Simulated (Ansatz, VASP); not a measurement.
# LiBe4 in VASP and in Ansatz

```
CELL_PARAMETERS angstrom
4.39308 0.00000 0.00000
-2.19654 3.80452 0.00000
0.00000 0.00000 4.02986
ATOMIC_POSITIONS crystal
Li 0.00000 0.00000 0.00000
Be 0.50000 0.00000 0.00000
Be 0.00000 0.50000 0.00000
Be 0.50000 0.50000 0.00000
Be 0.00000 0.00000 0.50000
```

Alike in both runs: functional PBE; k mesh 5 × 5 × 4; occupations gaussian, width 0.2 eV; no spin polarisation.

Ansatz relaxed the structure, and its values are those at the end. VASP's run is a single point on that final structure, the one shown.

```csv
,VASP,Ansatz
version,VASP 6.6.1,Ansatz 0.2.0
potentials or method,"VASP PAW PBE potentials, release 64 (Li_sv, Be), cutoff 750 eV","scalar-relativistic, plane waves, PAW"
valence electrons in the cell,11,11
```

|  | VASP | Ansatz | Ansatz less VASP |
| --- | --- | --- | --- |
| gap on the k mesh at the Fermi level (eV) | none | none | - |
| pressure (GPa) | 0.3 | 0.3 | -0.01 |

A gap of «none» marks a metal or a gap that the smearing closes.

The k mesh is coarse, so the values compare programs but aren't converged.
